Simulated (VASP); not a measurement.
Write the native input for VASP 6.6.1 that does the following.

```
Task                   : relaxation of shape and atoms at fixed volume
Functional             : r2SCAN
Potentials or basis    : VASP PAW PBE potentials, release 64 (Mg, B)
Cutoff                 : 600 eV
k mesh                 : 14 × 14 × 12
Occupations            : gaussian, width 0.05 eV
Spin                   : no spin polarisation
Dipole correction      : no
Further INCAR settings : ALGO = Normal; EDIFF = 1e-07; IBRION = 2; EDIFFG = -0.01; NSW = 60; ISIF = 4
```

MgB2:

```
CELL_PARAMETERS angstrom
3.06887 0.00000 0.00000
-1.53444 2.65772 0.00000
0.00000 0.00000 3.50981
ATOMIC_POSITIONS crystal
Mg 0.00000 0.00000 0.00000
B 0.33333 0.66667 0.50000
B 0.66667 0.33333 0.50000
```

The input as run:

POSCAR

```
MgB2
1.0
    3.0688734239      0.0000000000      0.0000000000
   -1.5344367119      2.6577223461      0.0000000000
    0.0000000000      0.0000000000      3.5098143063
Mg B
1 2
Direct
    0.0000000000      0.0000000000      0.0000000000
    0.3333333333      0.6666666667      0.5000000000
    0.6666666667      0.3333333333      0.5000000000
```

INCAR.step1

```
PREC = Accurate
ENCUT = 600
ISMEAR = 0
SIGMA = 0.05
LREAL = F
LASPH = T
NELM = 60
GGA = PE
ALGO = Normal
EDIFF = 1E-4
LWAVE = T
LCHARG = F
```

INCAR.step2

```
PREC = Accurate
ENCUT = 600
EDIFF = 1E-7
ISMEAR = 0
SIGMA = 0.05
LREAL = F
LASPH = T
NELM = 60
ALGO = Normal
ISIF = 4
LWAVE = F
LCHARG = F
METAGGA = R2SCAN
LMIXTAU = T
IBRION = 2
NSW = 60
EDIFFG = -0.01
ISTART = 1
```

KPOINTS

```
Automatic mesh
0
Gamma
  14 14 12
```

Potentials or basis: VASP PAW PBE potentials, release 64 (Mg, B).

Run with:

```bash
$ cat potpaw_PBE.64/Mg/POTCAR potpaw_PBE.64/B/POTCAR > POTCAR
$ cp INCAR.step1 INCAR
$ mpirun -np 1 vasp_std > vasp.out
$ cp INCAR.step2 INCAR
$ mpirun -np 1 vasp_std > vasp.out
```

Results of the run:

| Property | Result |
| --- | --- |
| Energy gained by relaxing | 0.0 meV/atom |
| Ionic steps | 2 |
| Pressure after relaxing | -0.5 GPa |
| Band gap on the k mesh | zero (band 4 reaches 6.84 eV, above the bottom of band 5 at 3.67 eV) |

Caveat: the PAW data sets were made with another functional, which shifts forces and pressure a little.

Wall time 6.2 min on 1 thread of Intel(R) Xeon(R) Platinum 8488C (Sapphire Rapids) (shared host), peak memory 0.21 GiB.
